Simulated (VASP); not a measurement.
Input of a VASP 6.6.1 run:

Contents of INCAR:

```
SYSTEM = Si2Ni
  PREC = Accurate
  ENCUT = 600
  EDIFF = 1E-6
  ISMEAR = -1
  SIGMA = 0.008617333262145177
  LREAL = .False.
  LASPH = .True.
  NELM = 200
  ALGO = Normal
  ISIF = 2
  LWAVE = .False.
  LCHARG = .False.
  ISPIN = 2
  MAGMOM = 0 0 0
  LORBIT = 11
  LMAXMIX = 4
  LDAU = .True.
  LDAUTYPE = 1
  LDAUL = -1 2
  LDAUU = 0 5.8
  LDAUJ = 0 0.36
  LDAUPRINT = 1
  GGA = PS
  NBANDS = 20
  GGA_COMPAT = .False.
```

The input KPOINTS:

```
regular mesh
0
Gamma
  2 2 2
  0 0 0
```

File POSCAR:

```
Si2Ni
1.0
    0.0000000000      2.6931550407      2.6931550407
    2.6931550407      0.0000000000      2.6931550407
    2.6931550407      2.6931550407      0.0000000000
Si Ni
2 1
Direct
    0.2500000000      0.2500000000      0.2500000000
    0.7500000000      0.7500000000      0.7500000000
    0.0000000000      0.0000000000      0.0000000000
```

Potentials or basis: VASP PAW PBE potentials, release 64 (Si, Ni).

Run with:

```console
$ cat potpaw_PBE.64/Si/POTCAR potpaw_PBE.64/Ni/POTCAR > POTCAR
$ mpirun -np 1 vasp_std > vasp.out
```

Task: Predict the net moment.

Result: 0.00 μB per cell.

Task: Predict the band gap on the k mesh.

Result: Zero (filled and empty bands overlap).

Eigenvalues of the final occupation matrices:
```csv
site,spin,trace,eigenvalues
site 3 d,1,4.38,0.87 0.87 0.87 0.88 0.88
site 3 d,2,4.38,0.87 0.87 0.87 0.88 0.88
```

Caveat: the k points lie up to 1.01 Å⁻¹ apart; the U is typed as a test and isn't derived for this compound.
